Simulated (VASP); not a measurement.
# Pt (R-3m) in VASP: notebook, part 2 of 2

VASP 6.6.1. Earlier steps stand in the parts before.

## 3. Single point, LDA

This run uses another cell than the first one, of 14.66 Å³/atom.

Contents of INCAR:

```
PREC = Accurate
ENCUT = 520
EDIFF = 1E-6
ISMEAR = 1
SIGMA = 0.1
LREAL = F
LASPH = T
NELM = 80
ALGO = Fast
ISIF = 2
LWAVE = F
LCHARG = T
LELF = T
LVHAR = T
NBANDS = 22
```

Contents of KPOINTS:

```
regular mesh
0
Gamma
  18 18 8
```

Contents of POSCAR:

```
Pt
1.0
    2.7251909074      0.0000000000      0.0000000000
   -1.3625954537      2.3600845559      0.0000000000
    0.0000000000      0.0000000000      6.8359933470
Pt
3
Direct
    0.0000000000      0.0000000000      0.0000000000
    0.3333333333      0.6666666667      0.3333333333
    0.6666666667      0.3333333333      0.6666666667
```

Potentials or basis: VASP PAW LDA potentials, release 64 (Pt).

Command:

```
> cat potpaw_LDA.64/Pt/POTCAR > POTCAR
> mpirun -np 1 vasp_std > vasp.out
```

OUTCAR:

```text
PREC = Accurate
   ENCUT = 520
   EDIFF = 1E-6
   ISMEAR = 1
   LREAL = F
   LASPH = T
   NELM = 80
   ISIF = 2

 ion  position               nearest neighbor table
   1  0.000  0.000  0.000-   2 2.77   3 2.77   2 2.77   3 2.77   3 2.77   2 2.77
   2  0.333  0.667  0.333-   1 2.77   1 2.77   1 2.77   3 2.77   3 2.77   3 2.77
   3  0.667  0.333  0.667-   1 2.77   1 2.77   1 2.77   2 2.77   2 2.77   2 2.77

  LATTYP: Found a hexagonal cell.
 ALAT       =     2.7251909074
 C/A-ratio  =     2.5084456757

  Lattice vectors:

 A1 = (   2.7251909074,   0.0000000000,   0.0000000000)
 A2 = (  -1.3625954537,   2.3600845559,   0.0000000000)
 A3 = (   0.0000000000,   0.0000000000,   6.8359933470)

Analysis of symmetry for initial positions (statically):
=====================================================================
 Subroutine PRICEL returns following result:

  LATTYP: Found a trigonal (rhomboedric) cell.
 ALAT       =     2.7690913366
 COS(alpha) =     0.5157280606

  Lattice vectors:

 A1 = (   1.3625954536,  -0.7866948519,   2.2786644488)
 A2 = (  -0.0000000001,   1.5733897040,   2.2786644488)
[... 181 lines left out ...]
  energy without entropy =      -22.49848506  energy(sigma->0) =      -22.49899834

 E-fermi :  11.7028     XC(G=0): -13.8533

 val. band max:       11.7004296834   @ k =   0.4444   0.0000   0.3750
 cond. band min:      11.7034098207   @ k =   0.4444   0.0000   0.5000
 fundamental gap:      0.0029801373
 Fermi energy:        11.7027912863

 k-point     1 :       0.0000    0.0000    0.0000
  band No.  band energies     occupation
      1       1.1351      2.00000
      2       3.7761      2.00000
      3       3.7761      2.00000
      4       7.5088      2.00000
      5       7.7917      2.00000
      6       7.7917      2.00000
[... 589 lines left out ...]
     21      20.4648      0.00000
     22      23.2188      0.00000

 [... further k-points ...]

------------------------ aborting loop because EDIFF is reached ----------------------------------------

  FORCE on cell =-STRESS in cart. coord.  units (eV):
  Direction    XX          YY          ZZ          XY          YZ          ZX
  --------------------------------------------------------------------------------------
  -------------------------------------------------------------------------------------
  Total        1.2079579      1.2079579      0.2082362      0.0000000      0.0000000      0.0000000
  in kB       44.0186026     44.0186025      7.5882343      0.0000000      0.0000000      0.0000000
  external PRESSURE =      31.8751465 kB  Pullay stress =       0.0000000 kB

 VOLUME and BASIS-vectors are now :
 -----------------------------------------------------------------------------
  energy-cutoff  :      520.00
  volume of cell :       43.97
      direct lattice vectors                 reciprocal lattice vectors
     2.725190907  0.000000000  0.000000000     0.366946770  0.211856816  0.000000000
    -1.362595454  2.360084556  0.000000000     0.000000000  0.423713632  0.000000000
     0.000000000  0.000000000  6.835993347     0.000000000  0.000000000  0.146284519

 POSITION                                       TOTAL-FORCE (eV/Angst)
 -----------------------------------------------------------------------------------
      0.00000      0.00000      0.00000         0.000000     -0.000000      0.000000
     -0.00000      1.57339      2.27866        -0.000000     -0.000000      0.000000
      1.36260      0.78669      4.55733        -0.000000      0.000000     -0.000000
 -----------------------------------------------------------------------------------
    total drift:                               -0.000000      0.000000      0.000000

  FREE ENERGIE OF THE ION-ELECTRON SYSTEM (eV)
  ---------------------------------------------------
  free  energy   TOTEN  =       -22.4992549794 eV

  energy  without entropy=      -22.4984850609  energy(sigma->0) =      -22.49899834
```

Run time: 3.5 min. Hardware: 1 thread of Intel Xeon 6975P-C (Granite Rapids), shared host; peak memory 0.29 GiB.

Results:

```yaml
Free_energy: -22.4993 eV
Pressure: 3.2 GPa
Band_gap_on_the_k_mesh: zero (bands 15 and 16 overlap by 2.01 eV)
```

Levels at points of the mesh, in eV from the Fermi level:
| k point | band 11 | band 12 | band 13 | band 14 | band 15 | band 16 | band 17 | band 18 | band 19 | band 20 |
| --- | --- | --- | --- | --- | --- | --- | --- | --- | --- | --- |
| (0.00, 0.00, 0.00) | -3.54 | -3.54 | -1.69 | -1.69 | -0.81 | -0.81 | -0.81 | -0.81 | 10.10 | 10.10 |
| (0.50, 0.00, 0.00) | 0.02 | 0.22 | 0.22 | 0.53 | 0.53 | 1.72 | 2.55 | 2.55 | 6.68 | 6.68 |
| (0.00, 0.00, 0.50) | -3.66 | -1.72 | -1.72 | -1.72 | -1.72 | -0.80 | 0.01 | 0.01 | 5.72 | 14.29 |
| (0.50, 0.00, 0.50) | -1.19 | -0.52 | -0.03 | 0.16 | 0.36 | 0.36 | 3.19 | 3.19 | 6.18 | 8.49 |

Caveat: the cell stands under pressure; spin-orbit coupling is left out, which moves the levels of the heavy elements.

## 4. Single point, LDA

This run uses another cell than the first one, of 14.75 Å³/atom.

Contents of INCAR:

```
  PREC = Accurate
  ENCUT = 520
  EDIFF = 1E-6
  ISMEAR = 1
  SIGMA = 0.1
  LREAL = False
  LASPH = True
  NELM = 80
  ALGO = Fast
  ISIF = 2
  LWAVE = False
  LCHARG = False
  GGA = CA
  NBANDS = 22
```

KPOINTS is that of step 3.

Contents of POSCAR:

```
Pt
1.0
    2.7527180882      0.0000000000      0.0000000000
   -1.3763590441      2.3839237939      0.0000000000
    0.0000000000      0.0000000000      6.7451048485
Pt
3
Direct
    0.0000000000      0.0000000000      0.0000000000
    0.3333333333      0.6666666667      0.3333333333
    0.6666666667      0.3333333333      0.6666666667
```

Command:

```
> cat potpaw_LDA.64/Pt/POTCAR > POTCAR
> mpirun -np 1 vasp_std > vasp.out
```

Wall time 3.3 min (1 thread of Intel Xeon 6975P-C (Granite Rapids), shared host); peak memory 0.29 GiB.

It converged, with:

- Free energy: -22.5105 eV
- Pressure: 0.9 GPa
- Band gap on the k mesh: zero (bands 15 and 16 overlap by 2.02 eV)

Levels at points of the mesh, in eV from the Fermi level:
```tsv
k point	band 13	band 14	band 15	band 16	band 17	band 18
(0.00, 0.00, 0.00)	-1.68	-1.68	-0.86	-0.86	-0.86	-0.86
(0.50, 0.00, 0.00)	0.11	0.51	0.51	1.72	2.51	2.51
(0.00, 0.00, 0.50)	-1.80	-1.80	-1.80	-0.57	0.05	0.05
(0.50, 0.00, 0.50)	0.05	0.05	0.27	0.27	3.10	3.10
```

Caveat: spin-orbit coupling is left out, which moves the levels of the heavy elements.

## 5. Summary

| cell | gap on the mesh (eV) | pressure (GPa) |
| --- | --- | --- |
| a = 2.725, b = 2.725, c = 6.806 Å, angles 90.0, 90.0, 120.0°, 3 atoms | none | 4.6 |
| a = 2.725, b = 2.725, c = 6.836 Å, angles 90.0, 90.0, 120.0°, 3 atoms | none | 3.2 |
| a = 2.753, b = 2.753, c = 6.745 Å, angles 90.0, 90.0, 120.0°, 3 atoms | none | 0.9 |

Alike in all rows: task single point; level LDA; potentials or basis VASP PAW LDA potentials, release 64 (Pt); no spin polarisation; k mesh 18 × 18 × 8; cutoff (eV) 520; smearing methfessel-paxton 0.1 eV.

Caveats: spin-orbit coupling is left out, which moves the levels of the heavy elements; the cell stands under pressure (at least some runs).

Total energies depend on the potentials used, so only differences within one code and one set of settings carry meaning.
